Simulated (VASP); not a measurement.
Set up this calculation in VASP 6.6.1, as the native input.

| Property | Result |
| --- | --- |
| Task | single point |
| Functional | PBE |
| Potentials or basis | VASP PAW PBE potentials, release 64 (Ga_d, B, As) |
| Cutoff | 520 eV |
| k mesh | 4 × 4 × 4 |
| Occupations | gaussian, width 0.1 eV |
| Spin | no spin polarisation |
| Dipole correction | no |
| Further INCAR settings | ALGO = Normal; EDIFF = 1e-07; NBANDS = 41 |

The structure of Ga3BAs4 lies in POSCAR:

```
Ga3BAs4
1.0
    5.5163568110      0.0001103958     -0.0003080911
    0.0001296640      5.5172530670      0.0010123947
   -2.7585387552     -2.7577048628      5.4738425485
Ga B As
3 1 4
Direct
    0.5001364872      0.5000062420      0.0000018539
    0.7499694478      0.2500518825      0.4999479579
    0.2500208435      0.7499472317      0.5000585297
   -0.0000040592     -0.0000304155      0.0000148107
    0.1057702930      0.6647440149      0.7705983360
    0.8942465642      0.8942515464      0.2295292483
    0.6646803439      0.1057662205      0.7704451916
    0.3351800794      0.3352632778      0.2294040719
```

The input as run:

INCAR

```
ALGO = Normal
EDIFF = 1E-7
ENCUT = 520
GGA = PE
ISIF = 2
ISMEAR = 0
LASPH = T
LCHARG = F
LREAL = F
LWAVE = F
NBANDS = 41
NELM = 60
PREC = Accurate
SIGMA = 0.1
```

KPOINTS

```
k-points
0
Gamma
  4 4 4
```

Potentials or basis: VASP PAW PBE potentials, release 64 (Ga_d, B, As).

Command:

```sh
$ cat potpaw_PBE.64/Ga_d/POTCAR potpaw_PBE.64/B/POTCAR potpaw_PBE.64/As/POTCAR > POTCAR
$ mpirun -np 1 vasp_std > vasp.out
```

Results of the run:

The pressure is 0.2 GPa, the largest force is 0.011 eV/Å and the band gap on the k mesh is 0.67 eV.

Caveat: semilocal functionals underestimate gaps, and a narrow one can read as zero.

It took 3.6 min on 1 thread of AMD EPYC 9R45 96-Core Processor (Zen 5), with other jobs on the host, peak memory 0.37 GiB.
